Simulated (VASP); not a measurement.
Here is a VASP 6.6.1 calculation.

Contents of INCAR:

```
PREC = Accurate ; ENCUT = 500
EDIFF = 1E-6 ; ISMEAR = -1
SIGMA = 0.15 ; LREAL = F
LASPH = T ; NELM = 120
ALGO = Normal ; ISIF = 2
LWAVE = F ; LCHARG = T
GGA = PE ; LELF = T
LVHAR = T ; NBANDS = 17
GGA_COMPAT = F
```

KPOINTS

```
Automatic mesh
0
Gamma
  2 2 1
  0.5 0.5 0
```

Contents of POSCAR:

```
Pd
1.0
    4.3736870000     -0.0723830000      0.2231420000
   -2.2495290000      3.5865070000     -0.0690600000
    0.3037490000      0.0668200000      5.8070930000
Pd
2
Direct
    0.3630670000      0.4247250000      0.0681820000
    0.6678300000      1.0697800000      0.0567460000
```

Potentials or basis: VASP PAW PBE potentials, release 64 (Pd).

Command:

```bash
$ cat potpaw_PBE.64/Pd/POTCAR > POTCAR
$ mpirun -np 1 vasp_std > vasp.out
```

Question: What does it give for the largest force?

Answer: 2.030 eV/Å.

Question: What does it give for the pressure?

Answer: 1.9 GPa.

Forces in eV/Å, atoms in the order of the input:
```
Pd  -1.076 -1.721  0.017
Pd   1.076  1.721 -0.017
```

Caveat: the k points lie up to 1.09 Å⁻¹ apart; forces of over 1 eV/Å act on the atoms, so gaps and moduli don't describe the material at rest.
